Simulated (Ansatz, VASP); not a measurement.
# One calculation of Sc, two programs

```
Sc
1.0
     3.29143    0.00000    0.00000
    -1.64571    2.85046    0.00000
     0.00000    0.00000   10.50215
Sc
4
Direct
  0.00000 0.00000 0.00000
  0.00000 0.00000 0.50000
  0.33333 0.66667 0.25000
  0.66667 0.33333 0.75000
```

Alike in both runs: functional PBE; k mesh 11 × 11 × 3; occupations fermi-dirac, width 0.05 eV; collinear spin.

Ansatz relaxed the structure, and its values are those at the end. VASP's run is a single point on that final structure, the one shown.

|  | VASP | Ansatz |
| --- | --- | --- |
| version | VASP 6.6.1 | Ansatz 0.2.0 |
| potentials or method | VASP PAW PBE potentials, release 64 (Sc_sv), cutoff 520 eV | plane waves (420 eV) with PAW, scalar-relativistic |
| valence electrons in the cell | 44 | 44 |

|  | VASP | Ansatz | Ansatz less VASP |
| --- | --- | --- | --- |
| pressure (GPa) | 0.0 | 0.0 | -0.03 |
| net moment per atom (μB) | 0.00 | 0.00 | -0.001 |

Ansatz's warnings: seeded moment not kept.
